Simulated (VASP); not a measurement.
The system is SnO2.

```xyz
6
Lattice="-2.0001 2.0001 5.1237 2.0001 -2.0001 5.1237 2.0001 2.0001 -5.1237" Properties=species:S:1:pos:R:3 pbc="T T T"
Sn    0.0000    2.0001    2.5618
Sn    0.0000    0.0000    0.0000
O     0.0000    0.0000    8.1623
O     0.0000    2.0001    4.6469
O     0.0000    0.0000    2.0851
O     0.0000    2.0001    0.4767
```

Base run:

| Item | Value |
| --- | --- |
| Program | VASP 6.6.1 |
| Functional | PBEsol |
| Potentials or basis | VASP PAW PBE potentials, release 64 (Sn_d, O) |
| Cutoff | 520 eV |
| k mesh | 6 × 6 × 6 |
| Occupations | gaussian, width 0.01 eV |
| Spin | no spin polarisation |

Its results: band gap on the k mesh 1.57 eV (least direct gap 1.94 eV); pressure 1.3 GPa; largest force 0.056 eV/Å.

Q: The run is repeated on the same cell with these changes: functional from PBEsol to LDA; potentials or basis from VASP PAW PBE potentials, release 64 (Sn_d, O) to VASP PAW LDA potentials, release 64 (Sn_d, O). What comes out?

A: Band gap on the k mesh 1.53 eV (least direct gap 1.91 eV); pressure -3.0 GPa; largest force 0.158 eV/Å.

Caveats: spin-orbit coupling is left out, which moves the levels of the heavy elements; the PAW data sets were made with another functional, which shifts forces and pressure a little (at least some runs); the cell stands under tension (at least some runs).

A k mesh can miss the band edges.
